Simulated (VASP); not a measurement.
# PdS3 (Pm-3m) in VASP: a series of runs

The runs below take PdS3 through single point, relaxation of cell and atoms, with PBE.

All numbers are computed with VASP 6.6.1; they aren't measurements. Logs are shortened: lines on timing, memory, paths and dates and some standing lists are left out, and cuts for length are marked.

## 1. The cell of the first run

The structure is cubic, space group Pm-3m (No. 221). Conventional cell: a = 4.010 Å, b = 4.010 Å, c = 4.010 Å, α = 90.00°, β = 90.00°, γ = 90.00°. Pd (site symmetry m-3m) has 12 S at 2.84 Å within 3.7 Å. S (site symmetry 4/mmm) has 4 Pd at 2.84 Å and 8 S at 2.84 Å within 3.7 Å.

## 2. Single point, PBE

The input, INCAR:

```
SYSTEM = PdS3
PREC = Accurate
ENCUT = 520
EDIFF = 1E-7
ISMEAR = 0
SIGMA = 0.1
LREAL = .False.
LASPH = .True.
NELM = 80
ALGO = Normal
ISIF = 2
LWAVE = .False.
LCHARG = .True.
GGA = PE
LELF = .True.
LVHAR = .True.
NBANDS = 22
```

The input, KPOINTS:

```
Automatic mesh
0
Gamma
  4 4 4
  0 0 0
```

The input, POSCAR:

```
PdS3
1.0
    4.0095912463      0.0000000000      0.0000000000
    0.0000000000      4.0095912463      0.0000000000
    0.0000000000      0.0000000000      4.0095912463
Pd S
1 3
Direct
    0.0000000000      0.0000000000      0.0000000000
    0.0000000000      0.5000000000      0.5000000000
    0.5000000000      0.0000000000      0.5000000000
    0.5000000000      0.5000000000      0.0000000000
```

Potentials or basis: VASP PAW PBE potentials, release 64 (Pd, S).

The run is started by

```bash
cat potpaw_PBE.64/Pd/POTCAR potpaw_PBE.64/S/POTCAR > POTCAR
mpirun -np 1 vasp_std > vasp.out
```

OUTCAR:

```text
SYSTEM = PdS3
   PREC = Accurate
   ENCUT = 520
   EDIFF = 1E-7
   ISMEAR = 0
   LREAL = .False.
   LASPH = .True.
   NELM = 80
   ISIF = 2
   GGA = PE

 ion  position               nearest neighbor table
   1  0.000  0.000  0.000-   2 2.84   3 2.84   4 2.84   2 2.84   3 2.84   2 2.84   4 2.84   2 2.84
                             3 2.84   4 2.84   3 2.84   4 2.84
   2  0.000  0.500  0.500-   1 2.84   1 2.84   1 2.84   1 2.84
   3  0.500  0.000  0.500-   1 2.84   1 2.84   1 2.84   1 2.84
   4  0.500  0.500  0.000-   1 2.84   1 2.84   1 2.84   1 2.84

  LATTYP: Found a simple cubic cell.
 ALAT       =     4.0095912463

  Lattice vectors:

 A1 = (   4.0095912463,   0.0000000000,   0.0000000000)
 A2 = (   0.0000000000,   4.0095912463,   0.0000000000)
 A3 = (   0.0000000000,   0.0000000000,   4.0095912463)

Analysis of symmetry for initial positions (statically):
=====================================================================
 Subroutine PRICEL returns:
 Original cell was already a primitive cell.

 Routine SETGRP: Setting up the symmetry group for a
 simple cubic supercell.

 Subroutine GETGRP returns: Found 48 space group operations
 (whereof 48 operations were pure point group operations)
 out of a pool of 48 trial point group operations.

The static configuration has the point symmetry O_h .

Analysis of symmetry for dynamics (positions and initial velocities):
=====================================================================
 Subroutine PRICEL returns:
 Original cell was already a primitive cell.

 Routine SETGRP: Setting up the symmetry group for a
 simple cubic supercell.

 Subroutine GETGRP returns: Found 48 space group operations
 (whereof 48 operations were pure point group operations)
 out of a pool of 48 trial point group operations.

The dynamic configuration has the point symmetry O_h .

 Subroutine INISYM returns: Found 48 space group operations
 (whereof 48 operations are pure point group operations),
 and found     1 'primitive' translations

----------------------------------------------------------------------------------------

                                     Primitive cell

  volume of cell :      64.4615

  direct lattice vectors                    reciprocal lattice vectors
     4.009591246  0.000000000  0.000000000     0.249401981  0.000000000  0.000000000
     0.000000000  4.009591246  0.000000000     0.000000000  0.249401981  0.000000000
     0.000000000  0.000000000  4.009591246     0.000000000  0.000000000  0.249401981

  length of vectors
     4.009591246  4.009591246  4.009591246     0.249401981  0.249401981  0.249401981

  position of ions in fractional coordinates (direct lattice)
     0.000000000  0.000000000  0.000000000
     0.000000000  0.500000000  0.500000000
     0.500000000  0.000000000  0.500000000
     0.500000000  0.500000000  0.000000000

  ion indices of the primitive-cell ions
   primitive index   ion index
                 1           1
                 2           2
                 3           3
                 4           4

----------------------------------------------------------------------------------------

 KPOINTS: Automatic mesh

Automatic generation of k-mesh.
 Grid dimensions read from file:
 generate k-points for:    4    4    4

 Generating k-lattice:

  Cartesian coordinates                     Fractional coordinates (reciprocal lattice)
     0.062350495  0.000000000  0.000000000     0.250000000  0.000000000  0.000000000
     0.000000000  0.062350495  0.000000000     0.000000000  0.250000000  0.000000000
     0.000000000  0.000000000  0.062350495     0.000000000  0.000000000  0.250000000

  Length of vectors
     0.062350495  0.062350495  0.062350495

  Shift w.r.t. Gamma in fractional coordinates (k-lattice)
     0.000000000  0.000000000  0.000000000

 Subroutine IBZKPT returns following result:
 ===========================================

 Found     10 irreducible k-points:

 Following reciprocal coordinates:
            Coordinates               Weight
  0.000000  0.000000  0.000000      1.000000
  0.250000  0.000000  0.000000      6.000000
  0.500000  0.000000  0.000000      3.000000
  0.250000  0.250000  0.000000     12.000000
  0.500000  0.250000  0.000000     12.000000
  0.500000  0.500000  0.000000      3.000000
  0.250000  0.250000  0.250000      8.000000
  0.500000  0.250000  0.250000     12.000000
  0.500000  0.500000  0.250000      6.000000
  0.500000  0.500000  0.500000      1.000000
   k-points           NKPTS =     10   k-points in BZ     NKDIM =     10   number of bands    NBANDS=     22
   number of dos      NEDOS =    301   number of ions     NIONS =      4
   total plane-waves  NPLWV =  27000
   dimension x,y,z NGX =    30 NGY =   30 NGZ =   30
   dimension x,y,z NGXF=    60 NGYF=   60 NGZF=   60
   ions per type =               1   3
   NGX,Y,Z   is equivalent  to a cutoff of  12.44, 12.44, 12.44 a.u.
   NGXF,Y,Z  is equivalent  to a cutoff of  24.88, 24.88, 24.88 a.u.
 SYSTEM =  PdS3
   PREC   = accura    normal or accurate (medium, high low for compatibility)
   ISTART =      0    job   : 0-new  1-cont  2-samecut
   ICHARG =      2    charge: 1-file 2-atom 10-const
   ISPIN  =      1    spin polarized calculation?
   LNONCOLLINEAR =      F non collinear calculations
   LSORBIT =      F    spin-orbit coupling
   LASPH  =      T    aspherical Exc in radial PAW
   ENCUT  =  520.0 eV  38.22 Ry    6.18 a.u.   7.46  7.46  7.46*2*pi/ulx,y,z
   NELM   =     80;   NELMIN=  2; NELMDL= -5     # of ELM steps
   EDIFF  = 0.1E-06   stopping-criterion for ELM
   LREAL  =      F    real-space projection
   EDIFFG = 0.1E-05   stopping-criterion for IOM
   NSW    =      0    number of steps for IOM
   IBRION =     -1    ionic relax: 0-MD 1-quasi-New 2-CG
   NFREE  =      0    steps in history (QN), initial steepest desc. (CG)
   ISIF   =      2    stress and relaxation
   ISYM   =      2    0-nonsym 1-usesym 2-fastsym
   POTIM  = 0.5000    time-step for ionic-motion
   TEBEG  =    0.0;   TEEND  =   0.0 temperature during run
   PSTRESS=    0.0 pullay stress
   NELECT =      28.0000    total number of electrons
   NUPDOWN=      -1.0000    fix difference up-down
   EMIN   =  10.00;   EMAX   =-10.00  energy-range for DOS
   EFERMI =   0.00;   METHOD = LEGACY
   ISMEAR =     0;   SIGMA  =   0.10  broadening in eV -4-tet -1-fermi 0-gaus
   EFERMI_NEDOS =   21; number of points for ismear=-14 and -15
   IALGO  =     38    algorithm
   IMIX   =      4    mixing-type and parameters
     AMIX     =   0.40;   BMIX     =  1.00
     AMIX_MAG =   1.60;   BMIX_MAG =  1.00
  volume/ion in A,a.u.               =      16.12       108.75
  Fermi-wavevector in a.u.,A,eV,Ry     =   1.239826  2.342931 20.914447  1.537169
  Thomas-Fermi vector in A             =   2.374293
   LORBIT       =      0    0 simple, 1 ext, 2 COOP (PROOUT), +10 PAW based schemes
   GGA     = PE    functional components
   LHFCALC =     F    Hartree Fock is set to
   AEXX    =    0.0000 exact exchange contribution
   IVDW    =     0    specifies the selected vdW correction
   LEPSILON=     F    determine dielectric tensor
   LRPA    =     F    only Hartree local field effects (RPA)
 non-spin polarized calculation
 Gauss-broadening in eV      SIGMA  =   0.10
  energy-cutoff  :      520.00
  volume of cell :       64.46
 maximum number of plane-waves:      1763
 NGX is ok and might be reduce to    30
   NGX = 15   NGY = 15   NGZ = 15

 number of electron      27.9999990 magnetization

 Free energy of the ion-electron system (eV)
  ---------------------------------------------------
  ext. energy  EPLUGINS =         0.00000000
  ---------------------------------------------------
  free energy    TOTEN  =       -13.94814597 eV

  energy without entropy =      -13.92939450  energy(sigma->0) =      -13.93877024

 E-fermi :   7.8728     XC(G=0): -11.4445

 val. band max:        7.8599707251   @ k =   0.5000   0.5000   0.5000
 cond. band min:       7.9842864122   @ k =   0.2500   0.2500   0.0000
 fundamental gap:      0.1243156871
 Fermi energy:         7.8728490672

 k-point     1 :       0.0000    0.0000    0.0000
  band No.  band energies     occupation
      1      -8.1010      2.00000
      2      -3.4015      2.00000
      3      -3.4015      2.00000
      4       2.2123      2.00000
      5       2.2123      2.00000
      6       2.2123      2.00000
[... 14 lines left out ...]
     21      15.5736      0.00000
     22      15.8804      0.00000

 k-point     2 :       0.2500    0.0000    0.0000
  band No.  band energies     occupation
      1      -7.6723      2.00000
      2      -4.4042      2.00000
      3      -3.2609      2.00000
      4       2.3544      2.00000
      5       2.3544      2.00000
      6       3.0031      2.00000
[... 14 lines left out ...]
     21      16.7225      0.00000
     22      16.7226      0.00000

 k-point     3 :       0.5000    0.0000    0.0000
  band No.  band energies     occupation
      1      -6.8450      2.00000
      2      -5.6958      2.00000
      3      -3.1058      2.00000
      4       2.4916      2.00000
      5       2.4916      2.00000
      6       3.3575      2.00000
[... 14 lines left out ...]
     21      16.1927      0.00000
     22      16.1927      0.00000
[... 126 lines left out ...]
 k-point     9 :       0.5000    0.5000    0.2500
  band No.  band energies     occupation
      1      -5.2611      2.00000
      2      -5.1183      2.00000
      3      -5.1183      2.00000
      4       1.1688      2.00000
      5       1.5369      2.00000
      6       2.3934      2.00000
[... 14 lines left out ...]
     21      17.8640      0.00000
     22      18.7386      0.00000

 k-point    10 :       0.5000    0.5000    0.5000
  band No.  band energies     occupation
      1      -5.0038      2.00000
      2      -5.0038      2.00000
      3      -5.0038      2.00000
      4       0.4219      2.00000
      5       1.6867      2.00000
      6       1.6867      2.00000
[... 14 lines left out ...]
     21      17.8277      0.00000
     22      18.8252      0.00000

------------------------ aborting loop because EDIFF is reached ----------------------------------------

  FORCE on cell =-STRESS in cart. coord.  units (eV):
  Direction    XX          YY          ZZ          XY          YZ          ZX
  --------------------------------------------------------------------------------------
  -------------------------------------------------------------------------------------
  Total        0.0199394      0.0199394      0.0199394     -0.0000000      0.0000000     -0.0000000
  in kB        0.4955905      0.4955905      0.4955905     -0.0000000      0.0000000     -0.0000000
  external PRESSURE =       0.4955905 kB  Pullay stress =       0.0000000 kB

 VOLUME and BASIS-vectors are now :
 -----------------------------------------------------------------------------
  energy-cutoff  :      520.00
  volume of cell :       64.46
      direct lattice vectors                 reciprocal lattice vectors
     4.009591246  0.000000000  0.000000000     0.249401981  0.000000000  0.000000000
     0.000000000  4.009591246  0.000000000     0.000000000  0.249401981  0.000000000
     0.000000000  0.000000000  4.009591246     0.000000000  0.000000000  0.249401981

 POSITION                                       TOTAL-FORCE (eV/Angst)
 -----------------------------------------------------------------------------------
      0.00000      0.00000      0.00000         0.000000      0.000000      0.000000
      0.00000      2.00480      2.00480         0.000000      0.000000      0.000000
      2.00480      0.00000      2.00480         0.000000      0.000000      0.000000
      2.00480      2.00480      0.00000         0.000000      0.000000      0.000000
 -----------------------------------------------------------------------------------
    total drift:                                0.000000      0.000000     -0.000000

  FREE ENERGIE OF THE ION-ELECTRON SYSTEM (eV)
  ---------------------------------------------------
  free  energy   TOTEN  =       -13.9481459746 eV

  energy  without entropy=      -13.9293945020  energy(sigma->0) =      -13.93877024
```

It took 26 s on 1 thread of Intel Xeon 8259CL, shared host; peak memory 0.16 GiB.

What came out:

```
Free energy            : -13.9481 eV
Pressure               : 0.0 GPa
Band gap on the k mesh : zero (band 14 reaches 9.41 eV, above the bottom of band 15 at 7.79 eV)
```

Caveat: the k points lie up to 0.39 Å⁻¹ apart.

## 3. Relaxation of cell and atoms, PBE

This run uses another cell than the first one, of 18.91 Å³/atom, 1.173 times its volume.

The input, INCAR:

```
PREC     = Accurate       # precision mode
ENCUT    = 600            # plane-wave cutoff, eV
EDIFF    = 1E-7           # SCF threshold, eV
ISMEAR   = 0              # smearing method
SIGMA    = 0.1            # smearing width, eV
LREAL    = F              # projectors in reciprocal space
LASPH    = T              # aspherical terms in the spheres
NELM     = 80             # most SCF steps
ALGO     = Normal         # electronic algorithm
ISIF     = 3              # what is computed and relaxed
LWAVE    = F              # write WAVECAR
LCHARG   = F              # write CHGCAR
GGA      = PE             # functional
IBRION   = 2              # ionic algorithm
NSW      = 90             # ionic steps
EDIFFG   = -0.04          # ionic threshold
```

The input, KPOINTS:

```
regular mesh
0
Gamma
  4 4 4
```

The input, POSCAR:

```
PdS3
1.0
    4.2289041530      0.0000000000      0.0000000000
    0.0000000000      4.2289041530      0.0000000000
    0.0000000000      0.0000000000      4.2289041530
Pd S
1 3
Direct
    0.0000000000      0.0000000000      0.0000000000
    0.0000000000      0.5000000000      0.5000000000
    0.5000000000      0.0000000000      0.5000000000
    0.5000000000      0.5000000000      0.0000000000
```

Potentials or basis: VASP PAW PBE potentials, release 64 (Pd, S).

The run is started by

```bash
cat potpaw_PBE.64/Pd/POTCAR potpaw_PBE.64/S/POTCAR > POTCAR
mpirun -np 1 vasp_std > vasp.out
```

Run time: 83 s. Hardware: 1 thread of Intel Xeon 8259CL, shared host; peak memory 0.22 GiB.

Results (log left out):

```yaml
Free_energy: -13.9502 eV
Relaxed_volume: 16.13 Å³/atom
Relaxed_cell: a = 4.011 Å, b = 4.011 Å, c = 4.011 Å, α = 90.00°, β = 90.00°, γ = 90.00°
Space_group_after_relaxing_to_0.05_Å: Pm-3m (No. 221)
Energy_gained_by_relaxing: 98.2 meV/atom
Ionic_steps: 3
Pressure_after_relaxing: 0.0 GPa
Band_gap_on_the_k_mesh: zero (band 14 reaches 9.40 eV, above the bottom of band 15 at 7.78 eV)
```

The path:
| step | energy change (eV) | largest force (eV/Å) | pressure (GPa) | volume (Å³) |
| --- | --- | --- | --- | --- |
| 1 | 0.0000 | 0.0000 | -9.82 | 75.63 |
| 2 | -0.3894 | 0.0000 | 1.25 | 63.65 |
| 3 | -0.3929 | 0.0000 | 0.04 | 64.51 |

Final structure:
```cif
data_structure
_symmetry_space_group_name_H-M 'P 1'
_symmetry_Int_Tables_number 1
_cell_length_a 4.0106
_cell_length_b 4.0106
_cell_length_c 4.0106
_cell_angle_alpha 90.000
_cell_angle_beta 90.000
_cell_angle_gamma 90.000
_cell_volume 64.51
loop_
_atom_site_label
_atom_site_type_symbol
_atom_site_fract_x
_atom_site_fract_y
_atom_site_fract_z
_atom_site_occupancy
Pd1 Pd 0.00000 0.00000 0.00000 1
S1 S 0.00000 0.50000 0.50000 1
S2 S 0.50000 0.00000 0.50000 1
S3 S 0.50000 0.50000 0.00000 1
```

Levels at points of the mesh, in eV from the Fermi level:
```
           k point  band 12  band 13  band 14  band 15  band 16  band 17
(0.00, 0.00, 0.00)    -1.15    -1.15    -1.15     0.75     1.21     1.21
(0.50, 0.00, 0.00)    -2.01    -1.38    -1.38     0.44     1.27     1.27
(0.50, 0.50, 0.00)    -1.96    -1.86     0.21     0.21     1.49     2.03
(0.50, 0.50, 0.50)    -1.86    -0.01     1.54     1.54     1.54     1.68
```

Caveat: the k points lie up to 0.39 Å⁻¹ apart in the final cell.
